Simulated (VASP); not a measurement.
# TiSi16 (a cell with a defect) in VASP: further runs

Runs on TiSi16 (a cell with a defect). Level: PBE. Tasks: single point.

All numbers are computed with VASP 6.6.1; they aren't measurements. Logs are shortened: lines on timing, memory, paths and dates and some standing lists are left out, and cuts for length are marked.

## (1) The cell of the first run

The cell holds a defect, 17 atoms: a = 7.679 Å, b = 7.679 Å, c = 7.679 Å, α = 60.00°, β = 60.00°, γ = 60.00°.

## (2) Single point, PBE

The input, INCAR:

```
SYSTEM = TiSi16
PREC = Accurate ; ENCUT = 520
EDIFF = 1E-6 ; ISMEAR = 0
SIGMA = 0.02 ; LREAL = Auto
LASPH = .True. ; NELM = 80
ALGO = Normal ; ISIF = 2
LWAVE = .False. ; LCHARG = .False.
GGA = PE ; NBANDS = 52
```

The input, KPOINTS:

```
regular mesh
0
Gamma
  2 2 2
  0 0 0
```

The input, POSCAR:

```
TiSi16
1.0
    0.0000000000      5.4300000000      5.4300000000
    5.4300000000      0.0000000000      5.4300000000
    5.4300000000      5.4300000000      0.0000000000
Si Ti
16 1
Direct
   -0.0042983425     -0.0048725599      0.0118848987
    0.1192884899      0.1155330571      0.1460463168
   -0.0097735727      0.0115518416      0.5096717311
    0.1140555249      0.1298553407      0.6290564457
   -0.0044488950      0.5039474217      0.0031555249
    0.1295580110      0.6237069982      0.1235388582
   -0.0046049724      0.5129386740      0.4949812155
    0.1187527624      0.6475275322      0.6151724678
    0.4976379374     -0.0054889503      0.0119769797
    0.6218602210      0.1271918969      0.1288677716
    0.4981983425      0.0028009208      0.5025329650
    0.6285532228      0.1298732965      0.6291576427
    0.5002842541      0.4981973297     -0.0013709945
    0.6214724678      0.6232654696      0.1231588398
    0.4970867403      0.5129653775      0.4944311234
    0.6215531308      0.6291551565      0.6275746777
    0.2434656538      0.2577822284      0.7566813076
```

Potentials or basis: VASP PAW PBE potentials, release 64 (Si, Ti_sv).

Started as:

```
$ cat potpaw_PBE.64/Si/POTCAR potpaw_PBE.64/Ti_sv/POTCAR > POTCAR
$ mpirun -np 1 vasp_std > vasp.out
```

OUTCAR:

```text
SYSTEM = TiSi16
   PREC = Accurate
   ENCUT = 520
   EDIFF = 1E-6
   ISMEAR = 0
   LREAL = Auto
   LASPH = .True.
   NELM = 80
   ISIF = 2
   GGA = PE

 ion  position               nearest neighbor table
   1  0.996  0.995  0.012-   6 2.33  10 2.34   2 2.37   4 2.40  17 2.77
   2  0.119  0.116  0.146-   3 2.28   1 2.37   9 2.37   5 2.44  17 2.44
   3  0.990  0.012  0.510-   4 2.27  12 2.27   2 2.28   8 2.28
   4  0.114  0.130  0.629-   3 2.27   1 2.40   7 2.40  11 2.41  17 2.41
   5  0.996  0.504  0.003-  14 2.35   6 2.35   8 2.43   2 2.44  17 2.68
   6  0.130  0.624  0.124-  13 2.32   1 2.33   7 2.33   5 2.35
   7  0.995  0.513  0.495-   6 2.33  16 2.34   8 2.37   4 2.40  17 2.77
   8  0.119  0.648  0.615-   3 2.28   7 2.37  15 2.37   5 2.43  17 2.44
   9  0.498  0.995  0.012-  14 2.33  10 2.34   2 2.37  12 2.40  17 2.77
  10  0.622  0.127  0.129-  13 2.33  11 2.34   9 2.34   1 2.34
  11  0.498  0.003  0.503-  16 2.34  10 2.34  12 2.41   4 2.41  17 2.76
  12  0.629  0.130  0.629-   3 2.27   9 2.40  15 2.40  11 2.41  17 2.41
  13  0.500  0.498  0.999-   6 2.32  14 2.32  10 2.33  16 2.33
  14  0.621  0.623  0.123-  13 2.32   9 2.33  15 2.33   5 2.35
  15  0.497  0.513  0.494-  14 2.33  16 2.34   8 2.37  12 2.40  17 2.76
  16  0.622  0.629  0.628-  13 2.33  11 2.34  15 2.34   7 2.34
  17  0.243  0.258  0.757-   4 2.41  12 2.41   2 2.44   8 2.44   5 2.68  15 2.76  11 2.76   9 2.77
                             7 2.77   1 2.77

  LATTYP: Found a face centered cubic cell.
 ALAT       =    10.8600000000

  Lattice vectors:

 A1 = (   0.0000000000,   5.4300000000,   5.4300000000)
 A2 = (   5.4300000000,   0.0000000000,   5.4300000000)
 A3 = (   5.4300000000,   5.4300000000,   0.0000000000)

Analysis of symmetry for initial positions (statically):
=====================================================================
 Subroutine PRICEL returns:
 Original cell was already a primitive cell.

 Routine SETGRP: Setting up the symmetry group for a
 face centered cubic supercell.

 Subroutine GETGRP returns: Found  1 space group operations
 (whereof  1 operations were pure point group operations)
 out of a pool of 48 trial point group operations.

The static configuration has the point symmetry C_1 .

Analysis of symmetry for dynamics (positions and initial velocities):
=====================================================================
 Subroutine PRICEL returns:
 Original cell was already a primitive cell.

 Routine SETGRP: Setting up the symmetry group for a
 face centered cubic supercell.

 Subroutine GETGRP returns: Found  1 space group operations
 (whereof  1 operations were pure point group operations)
 out of a pool of 48 trial point group operations.

The dynamic configuration has the point symmetry C_1 .

 Subroutine INISYM returns: Found  1 space group operations
 (whereof  1 operations are pure point group operations),
 and found     1 'primitive' translations

----------------------------------------------------------------------------------------

                                     Primitive cell

  volume of cell :     320.2060

  direct lattice vectors                    reciprocal lattice vectors
     0.000000000  5.430000000  5.430000000    -0.092081031  0.092081031  0.092081031
     5.430000000  0.000000000  5.430000000     0.092081031 -0.092081031  0.092081031
     5.430000000  5.430000000  0.000000000     0.092081031  0.092081031 -0.092081031

  length of vectors
     7.679179644  7.679179644  7.679179644     0.159489025  0.159489025  0.159489025

  position of ions in fractional coordinates (direct lattice)
     0.995701657  0.995127440  0.011884899
     0.119288490  0.115533057  0.146046317
     0.990226427  0.011551842  0.509671731
     0.114055525  0.129855341  0.629056446
     0.995551105  0.503947422  0.003155525
     0.129558011  0.623706998  0.123538858
[... 9 lines left out ...]
     0.621553131  0.629155156  0.627574678
     0.243465654  0.257782228  0.756681308

  ion indices of the primitive-cell ions
   primitive index   ion index
                 1           1
                 2           2
                 3           3
                 4           4
                 5           5
                 6           6
[... 9 lines left out ...]
                16          16
                17          17

----------------------------------------------------------------------------------------

 KPOINTS: regular mesh

Automatic generation of k-mesh.
 Grid dimensions read from file:
 generate k-points for:    2    2    2

 Generating k-lattice:

  Cartesian coordinates                     Fractional coordinates (reciprocal lattice)
    -0.046040516  0.046040516  0.046040516     0.500000000  0.000000000  0.000000000
     0.046040516 -0.046040516  0.046040516     0.000000000  0.500000000  0.000000000
     0.046040516  0.046040516 -0.046040516     0.000000000  0.000000000  0.500000000

  Length of vectors
     0.079744512  0.079744512  0.079744512

  Shift w.r.t. Gamma in fractional coordinates (k-lattice)
     0.000000000  0.000000000  0.000000000

 Subroutine IBZKPT returns following result:
 ===========================================

 Found      8 irreducible k-points:

 Following reciprocal coordinates:
            Coordinates               Weight
  0.000000  0.000000  0.000000      1.000000
  0.500000  0.000000  0.000000      1.000000
  0.000000  0.500000  0.000000      1.000000
  0.000000  0.000000  0.500000      1.000000
  0.500000  0.500000  0.500000      1.000000
  0.500000  0.500000  0.000000      1.000000
  0.000000  0.500000  0.500000      1.000000
  0.500000  0.000000  0.500000      1.000000
   k-points           NKPTS =      8   k-points in BZ     NKDIM =      8   number of bands    NBANDS=     52
   number of dos      NEDOS =    301   number of ions     NIONS =     17
   total plane-waves  NPLWV = 216000
   dimension x,y,z NGX =    60 NGY =   60 NGZ =   60
   dimension x,y,z NGXF=   120 NGYF=  120 NGZF=  120
   ions per type =              16   1
   NGX,Y,Z   is equivalent  to a cutoff of  12.99, 12.99, 12.99 a.u.
   NGXF,Y,Z  is equivalent  to a cutoff of  25.98, 25.98, 25.98 a.u.
 SYSTEM =  TiSi16
   PREC   = accura    normal or accurate (medium, high low for compatibility)
   ISTART =      0    job   : 0-new  1-cont  2-samecut
   ICHARG =      2    charge: 1-file 2-atom 10-const
   ISPIN  =      1    spin polarized calculation?
   LNONCOLLINEAR =      F non collinear calculations
   LSORBIT =      F    spin-orbit coupling
   LASPH  =      T    aspherical Exc in radial PAW
   ENCUT  =  520.0 eV  38.22 Ry    6.18 a.u.  14.28 14.28 14.28*2*pi/ulx,y,z
   NELM   =     80;   NELMIN=  2; NELMDL= -5     # of ELM steps
   EDIFF  = 0.1E-05   stopping-criterion for ELM
   LREAL  =      T    real-space projection
   EDIFFG = 0.1E-04   stopping-criterion for IOM
   NSW    =      0    number of steps for IOM
   IBRION =     -1    ionic relax: 0-MD 1-quasi-New 2-CG
   NFREE  =      0    steps in history (QN), initial steepest desc. (CG)
   ISIF   =      2    stress and relaxation
   ISYM   =      2    0-nonsym 1-usesym 2-fastsym
   POTIM  = 0.5000    time-step for ionic-motion
   TEBEG  =    0.0;   TEEND  =   0.0 temperature during run
   PSTRESS=    0.0 pullay stress
   NELECT =      76.0000    total number of electrons
   NUPDOWN=      -1.0000    fix difference up-down
   EMIN   =  10.00;   EMAX   =-10.00  energy-range for DOS
   EFERMI =   0.00;   METHOD = LEGACY
   ISMEAR =     0;   SIGMA  =   0.02  broadening in eV -4-tet -1-fermi 0-gaus
   EFERMI_NEDOS =   21; number of points for ismear=-14 and -15
   IALGO  =     38    algorithm
   IMIX   =      4    mixing-type and parameters
     AMIX     =   0.40;   BMIX     =  1.00
     AMIX_MAG =   1.60;   BMIX_MAG =  1.00
  volume/ion in A,a.u.               =      18.84       127.11
  Fermi-wavevector in a.u.,A,eV,Ry     =   1.013607  1.915439 13.978610  1.027399
  Thomas-Fermi vector in A             =   2.146786
   LORBIT       =      0    0 simple, 1 ext, 2 COOP (PROOUT), +10 PAW based schemes
   GGA     = PE    functional components
   LHFCALC =     F    Hartree Fock is set to
   AEXX    =    0.0000 exact exchange contribution
   IVDW    =     0    specifies the selected vdW correction
   LEPSILON=     F    determine dielectric tensor
   LRPA    =     F    only Hartree local field effects (RPA)
 non-spin polarized calculation
 Gauss-broadening in eV      SIGMA  =   0.02
  energy-cutoff  :      520.00
  volume of cell :      320.21
 maximum number of plane-waves:      8646
 NGX is ok and might be reduce to    60
   NGX = 29   NGY = 29   NGZ = 29

 number of electron      75.9999998 magnetization

 Free energy of the ion-electron system (eV)
  ---------------------------------------------------
  ext. energy  EPLUGINS =         0.00000000
  ---------------------------------------------------
  free energy    TOTEN  =       -92.20646588 eV

  energy without entropy =      -92.20265492  energy(sigma->0) =      -92.20456040

 E-fermi :   6.9147     XC(G=0):  -9.7503

 val. band max:        6.9142230485   @ k =   0.0000   0.0000   0.0000
 cond. band min:       6.9640294438   @ k =   0.0000   0.0000   0.5000
 fundamental gap:      0.0498063953
 Fermi energy:         6.9147047576

 k-point     1 :       0.0000    0.0000    0.0000
  band No.  band energies     occupation
      1     -49.8521      2.00000
      2     -26.2574      2.00000
      3     -26.2116      2.00000
      4     -26.2056      2.00000
      5      -5.7174      2.00000
      6      -3.5086      2.00000
[... 42 lines left out ...]
     49       8.1945      0.00000
     50       8.4611      0.00000

 k-point     2 :       0.5000    0.0000    0.0000
  band No.  band energies     occupation
      1     -49.8521      2.00000
      2     -26.2574      2.00000
      3     -26.2116      2.00000
      4     -26.2056      2.00000
      5      -5.0026      2.00000
      6      -4.8058      2.00000
[... 42 lines left out ...]
     49       9.3361      0.00000
     50       9.8572      0.00000

 k-point     3 :       0.0000    0.5000    0.0000
  band No.  band energies     occupation
      1     -49.8521      2.00000
      2     -26.2574      2.00000
      3     -26.2116      2.00000
      4     -26.2056      2.00000
      5      -5.0114      2.00000
      6      -4.7972      2.00000
[... 42 lines left out ...]
     49       9.2780      0.00000
     50       9.8623      0.00000

 k-point     4 :       0.0000    0.0000    0.5000
  band No.  band energies     occupation
      1     -49.8521      2.00000
      2     -26.2574      2.00000
      3     -26.2116      2.00000
      4     -26.2056      2.00000
      5      -5.0110      2.00000
      6      -4.7974      2.00000
[... 42 lines left out ...]
     49       9.2830      0.00000
     50       9.8576      0.00000

 k-point     5 :       0.5000    0.5000    0.5000
  band No.  band energies     occupation
      1     -49.8521      2.00000
      2     -26.2574      2.00000
      3     -26.2116      2.00000
      4     -26.2056      2.00000
      5      -5.0023      2.00000
      6      -4.8061      2.00000
[... 42 lines left out ...]
     49       9.3368      0.00000
     50       9.8582      0.00000

 k-point     6 :       0.5000    0.5000    0.0000
  band No.  band energies     occupation
      1     -49.8521      2.00000
      2     -26.2574      2.00000
      3     -26.2116      2.00000
      4     -26.2056      2.00000
      5      -4.6978      2.00000
      6      -4.5859      2.00000
[... 42 lines left out ...]
     49       9.8709      0.00000
     50      10.5175      0.00000

 k-point     7 :       0.0000    0.5000    0.5000
  band No.  band energies     occupation
      1     -49.8521      2.00000
      2     -26.2574      2.00000
      3     -26.2116      2.00000
      4     -26.2056      2.00000
      5      -4.6620      2.00000
      6      -4.6270      2.00000
[... 42 lines left out ...]
     49       9.8893      0.00000
     50      10.5827      0.00000

 k-point     8 :       0.5000    0.0000    0.5000
  band No.  band energies     occupation
      1     -49.8521      2.00000
      2     -26.2574      2.00000
      3     -26.2116      2.00000
      4     -26.2056      2.00000
      5      -4.6979      2.00000
      6      -4.5858      2.00000
[... 42 lines left out ...]
     49       9.8708      0.00000
     50      10.5174      0.00000
 [bands above 50 left out]

------------------------ aborting loop because EDIFF is reached ----------------------------------------

  FORCE on cell =-STRESS in cart. coord.  units (eV):
  Direction    XX          YY          ZZ          XY          YZ          ZX
  --------------------------------------------------------------------------------------
  -------------------------------------------------------------------------------------
  Total        8.5789049      7.8458116      7.8454631      0.0154363     -0.1946756      0.0065578
  in kB       42.9252619     39.2571688     39.2554246      0.0772368     -0.9740756      0.0328126
  external PRESSURE =      40.4792851 kB  Pullay stress =       0.0000000 kB

 VOLUME and BASIS-vectors are now :
 -----------------------------------------------------------------------------
  energy-cutoff  :      520.00
  volume of cell :      320.21
      direct lattice vectors                 reciprocal lattice vectors
     0.000000000  5.430000000  5.430000000    -0.092081031  0.092081031  0.092081031
     5.430000000  0.000000000  5.430000000     0.092081031 -0.092081031  0.092081031
     5.430000000  5.430000000  0.000000000     0.092081031  0.092081031 -0.092081031

 POSITION                                       TOTAL-FORCE (eV/Angst)
 -----------------------------------------------------------------------------------
      5.46808      5.47120     10.81020        -0.001732     -0.005608     -0.002353
      1.42038      1.44077      1.27508        -0.004810      0.015061     -0.014036
      2.83024      8.14445      5.43966        -0.027135     -0.000526     -0.011790
      4.12089      4.03510      1.32444         0.017417      0.004012      0.003548
      2.75357      5.42298      8.14228        -0.009260      0.007247      0.003898
      4.05755      1.37432      4.09023        -0.004176      0.002575      0.002859
[... 9 lines left out ...]
      6.82404      6.78276      6.79135         0.003434      0.000062      0.002126
      5.50854      5.43080      2.72178        -0.015829     -0.005877     -0.018346
 -----------------------------------------------------------------------------------
    total drift:                                0.001989      0.000368     -0.001225

  FREE ENERGIE OF THE ION-ELECTRON SYSTEM (eV)
  ---------------------------------------------------
  free  energy   TOTEN  =       -92.2064658761 eV

  energy  without entropy=      -92.2026549215  energy(sigma->0) =      -92.20456040
```

It took 6.8 min on 1 thread of Intel Xeon Platinum 8259CL at 2.50GHz (Skylake/Cascade Lake), shared host; peak memory 0.49 GiB.

Results:

```yaml
Free_energy: -92.2065 eV
Pressure: 4.0 GPa
Largest_force: 0.030 eV/Å
Band_gap_on_the_k_mesh: zero (band 38 reaches 6.97 eV, above the bottom of band 39 at 6.60 eV)
```

Forces in eV/Å, atoms in the order of the input:
```
Si  -0.002 -0.006 -0.002
Si  -0.005  0.015 -0.014
Si  -0.027 -0.001 -0.012
Si   0.017  0.004  0.004
Si  -0.009  0.007  0.004
Si  -0.004  0.003  0.003
Si  -0.007 -0.006 -0.006
Si   0.000 -0.019  0.019
Si   0.004  0.001  0.007
Si   0.005  0.001  0.000
Si   0.011 -0.005 -0.001
Si   0.021 -0.010 -0.010
Si   0.012  0.004  0.010
Si  -0.001  0.010  0.010
Si  -0.002  0.006  0.004
Si   0.003  0.000  0.002
Ti  -0.016 -0.006 -0.018
```

Caveat: the k points lie up to 0.50 Å⁻¹ apart.

[end of part 1 of 2]
